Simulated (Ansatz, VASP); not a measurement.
**InSb3 in VASP and in Ansatz**

File INCAR:

```
  PREC = Accurate
  ENCUT = 520
  EDIFF = 1E-6
  ISMEAR = 0
  SIGMA = 0.15
  LREAL = F
  LASPH = T
  NELM = 60
  ALGO = Normal
  ISIF = 2
  LWAVE = F
  LCHARG = T
  GGA = PS
  LELF = T
  LVHAR = T
  NBANDS = 22
```

KPOINTS

```
regular mesh
0
Gamma
  8 8 8
```

The input POSCAR:

```
InSb3
1.0
    4.5866084372     -0.0550865859     -0.0550865859
   -0.0550865859      4.5866084372     -0.0550865859
   -0.0550865859     -0.0550865859      4.5866084372
In Sb
1 3
Direct
    0.0000000000      0.0000000000      0.0000000000
    0.5000000000      0.0000000000      0.5000000000
    0.0000000000      0.5000000000      0.5000000000
    0.5000000000      0.5000000000      0.0000000000
```

Input for Ansatz:

```yaml
crystal:
  lattice:
    - [4.5866084372, -0.0550865859, -0.0550865859]
    - [-0.0550865859, 4.5866084372, -0.0550865859]
    - [-0.0550865859, -0.0550865859, 4.5866084372]
  atoms:
    - { symbol: In, position: [0.0, 0.0, 0.0] }
    - { symbol: Sb, position: [0.5, 0.0, 0.5] }
    - { symbol: Sb, position: [0.0, 0.5, 0.5] }
    - { symbol: Sb, position: [0.5, 0.5, 0.0] }
basis:
  ecutwfc: 420
kpoints:
  mp_grid: { grid: [8, 8, 8] }
hamiltonian:
  xc: pbesol
  pseudopotentials: { kind: paw, azcp: { folder: soft_1 } }
scf:
  occupations: { method: gaussian, width: 0.15 }
output:
  forces: true
  stress: true
  eigenvalues: true
```

Change from the starting cell: equal engineering shear yz, xz and xy -0.0233, equal normal strain along x, y and z -0.0300.

Alike in both runs: task single point; functional PBEsol; k mesh 8 × 8 × 8; occupations gaussian, width 0.15 eV; no spin polarisation.

```csv
,VASP,Ansatz
version,VASP 6.6.1,Ansatz 0.2.0
potentials or method,"VASP PAW PBE potentials, release 64 (In_d, Sb), cutoff 520 eV","scalar-relativistic, plane waves, PAW"
valence electrons in the cell,28,58
```

Ansatz gave:

| Item | Value |
| --- | --- |
| gap on the k mesh at the Fermi level (eV) | none |
| pressure (GPa) | 6.9 |
| traceless stress, the component that is largest in VASP (GPa) | 0.66 |

Task: What did VASP give for the same quantities?

Result: gap on the k mesh at the Fermi level (eV): none; pressure (GPa): 6.9; traceless stress, the component that is largest in VASP (GPa): 0.67.

VASP's potentials were made for PBE, not for PBEsol, and Ansatz warns of the same on its side. A gap of «none» marks a metal or a gap that the smearing closes. VASP's potentials hold 28 valence electrons a cell and Ansatz's 58, so a difference there can come from the potentials and not from the codes.

Spin-orbit coupling is off throughout.
